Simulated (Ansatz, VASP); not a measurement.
**CsI: VASP beside Ansatz**

```
CELL_PARAMETERS angstrom
4.81664 0.00000 0.00000
0.00000 4.81664 0.00000
0.00000 0.00000 4.81664
ATOMIC_POSITIONS crystal
Cs 0.00000 0.00000 0.00000
I 0.50000 0.50000 0.50000
```

Alike in both runs: task single point; functional PBE; k mesh 6 × 6 × 6; occupations gaussian, width 0.02 eV; no spin polarisation.

```csv
,VASP,Ansatz
version,VASP 6.6.1,Ansatz 0.2.0
potentials or method,"VASP PAW PBE potentials, release 64 (Cs_sv, I), cutoff 500 eV","scalar-relativistic, plane waves, PAW"
valence electrons in the cell,16,26
```

|  | VASP | Ansatz | Ansatz less VASP |
| --- | --- | --- | --- |
| gap on the k mesh at the Fermi level (eV) | 3.42 | 3.43 | +0.009 |
| least direct gap on the mesh (eV) | 3.52 | 3.53 | +0.007 |
| pressure (GPa) | -0.7 | -0.7 | -0.02 |

VASP's potentials hold 16 valence electrons a cell and Ansatz's 26, so a difference there can come from the potentials and not from the codes.

Neither program's run includes spin-orbit coupling.
